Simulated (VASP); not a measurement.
A run of VASP 6.6.1 is set up as follows.

File INCAR:

```
AGGAC    = 1.0          
AGGAX    = 1.0          
ALDAC    = 0.0          
ALDAX    = 1.0          
ALGO     = Normal         # electronic algorithm
EDIFF    = 1E-7           # SCF threshold, eV
ENCUT    = 520            # plane-wave cutoff, eV
GGA      = B5             # functional
ISIF     = 2              # what is computed and relaxed
ISMEAR   = -1             # smearing method
LASPH    = T              # aspherical terms in the spheres
LCHARG   = F              # write CHGCAR
LREAL    = F              # projectors in reciprocal space
LWAVE    = F              # write WAVECAR
NBANDS   = 8              # bands
NELM     = 100            # most SCF steps
PREC     = Accurate       # precision mode
SIGMA    = 0.1            # smearing width, eV
```

File KPOINTS:

```
k-points
0
Gamma
  18 18 18
```

File POSCAR:

```
B
1.0
    1.8261866066      0.0000000000      0.0000000000
    0.0000000000      1.8261866066      0.0000000000
    0.0000000000      0.0000000000      1.8261866066
B
1
Direct
    0.0000000000      0.0000000000      0.0000000000
```

Potentials or basis: VASP PAW PBE potentials, release 64 (B).

Command:

```console
$ cat potpaw_PBE.64/B/POTCAR > POTCAR
$ mpirun -np 1 vasp_std > vasp.out
```

Problem. Estimate the pressure.

Solution. 34.8 GPa.

Caveat: the PAW data sets were made with another functional, which shifts forces and pressure a little.
